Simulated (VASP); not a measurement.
**Co2Si: single point with PBEsol**

Crystal: Co2Si.

```
CELL_PARAMETERS angstrom
4.91800 0.00000 0.00000
0.00000 3.73800 0.00000
0.00000 0.00000 7.10900
ATOMIC_POSITIONS crystal
Co 0.96200 0.75000 0.21800
Co 0.03800 0.25000 0.78200
Co 0.53800 0.25000 0.71800
Co 0.46200 0.75000 0.28200
Co 0.82600 0.75000 0.56200
Co 0.17400 0.25000 0.43800
Co 0.67400 0.25000 0.06200
Co 0.32600 0.75000 0.93800
Si 0.29800 0.75000 0.61100
Si 0.70200 0.25000 0.38900
Si 0.20200 0.25000 0.11100
Si 0.79800 0.75000 0.88900
```

| Quantity | Value |
| --- | --- |
| Program | VASP 6.6.1 |
| Task | single point |
| Functional | PBEsol |
| Potentials or basis | VASP PAW PBE potentials, release 64 (Co, Si) |
| Cutoff | 520 eV |
| k mesh | 4 × 6 × 4 |
| Occupations | gaussian, width 0.1 eV |
| Spin | collinear spin, ferromagnetic start |
| Starting moments | [3.0, 3.0, 3.0, 3.0, 3.0, 3.0, 3.0, 3.0, 0.0, 0.0, 0.0, 0.0] μB |

* Pressure: -13.0 GPa
* Largest force: 0.255 eV/Å
* Net moment: 2.83 μB per cell
* Site moments: Co +0.48, +0.28 (each value once); Si -0.02 μB
* Valence electrons inside the program's atomic spheres: Co 8.40, 8.49 (each value once); Si 1.62

Forces on the atoms (eV/Å):
```
Co   0.001  0.000 -0.063
Co  -0.001  0.000  0.063
Co  -0.001  0.000 -0.063
Co   0.001  0.000  0.063
Co   0.018  0.000 -0.034
Co  -0.018  0.000  0.034
Co  -0.018  0.000 -0.034
Co   0.018  0.000  0.034
Si  -0.123  0.000 -0.223
Si   0.123  0.000  0.223
Si   0.123  0.000 -0.223
Si  -0.123  0.000  0.223
```

Stress tensor (GPa, compression positive):
```
-12.78   0.00   0.00
  0.00 -13.57   0.00
  0.00   0.00 -12.58
```

Levels at points of the mesh, in eV from the Fermi level:
Spin up:
| k point | band 42 | band 43 | band 44 | band 45 | band 46 | band 47 | band 48 | band 49 | band 50 | band 51 |
| --- | --- | --- | --- | --- | --- | --- | --- | --- | --- | --- |
| (0.00, 0.00, 0.00) | -0.47 | -0.33 | -0.29 | -0.19 | -0.13 | 0.25 | 0.67 | 1.49 | 1.80 | 2.26 |
| (0.50, 0.00, 0.00) | -0.40 | -0.34 | -0.34 | -0.17 | -0.17 | 2.04 | 2.04 | 2.58 | 2.58 | 3.69 |
| (0.00, 0.50, 0.00) | -0.89 | -0.55 | -0.55 | -0.14 | -0.14 | -0.13 | -0.13 | 1.57 | 1.57 | 2.09 |
| (0.50, 0.50, 0.00) | -0.58 | -0.58 | -0.58 | 0.07 | 0.07 | 0.07 | 0.07 | 0.85 | 0.85 | 0.85 |
| (0.00, 0.00, 0.50) | -0.30 | -0.27 | -0.27 | -0.17 | -0.17 | 0.40 | 0.40 | 1.04 | 1.04 | 2.09 |
| (0.50, 0.00, 0.50) | -0.42 | -0.15 | -0.15 | 0.33 | 0.33 | 0.95 | 0.95 | 2.60 | 2.60 | 2.76 |
| (0.00, 0.50, 0.50) | -0.88 | -0.50 | -0.50 | -0.16 | -0.16 | 0.35 | 0.35 | 0.50 | 0.50 | 2.12 |
| (0.50, 0.50, 0.50) | -0.69 | -0.69 | -0.69 | 0.12 | 0.12 | 0.12 | 0.12 | 1.33 | 1.33 | 1.33 |
Spin down:
| k point | band 39 | band 40 | band 41 | band 42 | band 43 | band 44 | band 45 | band 46 |
| --- | --- | --- | --- | --- | --- | --- | --- | --- |
| (0.00, 0.00, 0.00) | -0.46 | -0.19 | -0.16 | -0.06 | 0.02 | 0.23 | 0.34 | 0.37 |
| (0.50, 0.00, 0.00) | -0.20 | -0.20 | -0.03 | -0.03 | 0.06 | 0.06 | 0.35 | 0.35 |
| (0.00, 0.50, 0.00) | -0.60 | -0.60 | -0.57 | -0.57 | -0.14 | -0.14 | 0.35 | 0.35 |
| (0.50, 0.50, 0.00) | -0.70 | -0.70 | -0.21 | -0.21 | -0.21 | -0.21 | 0.51 | 0.51 |
| (0.00, 0.00, 0.50) | -0.36 | -0.36 | 0.06 | 0.06 | 0.19 | 0.19 | 0.24 | 0.24 |
| (0.50, 0.00, 0.50) | -0.16 | -0.16 | -0.12 | -0.12 | 0.36 | 0.36 | 0.76 | 0.76 |
| (0.00, 0.50, 0.50) | -0.64 | -0.64 | -0.54 | -0.54 | -0.05 | -0.05 | 0.32 | 0.32 |
| (0.50, 0.50, 0.50) | -0.74 | -0.74 | -0.32 | -0.32 | -0.32 | -0.32 | 0.57 | 0.57 |

It took 19 min on 1 thread of Oxide Virtual Turin-like Processor, with other jobs on the host, peak memory 0.49 GiB.

Caveat: the cell stands under tension; the PAW data sets were made with another functional, which shifts forces and pressure a little.
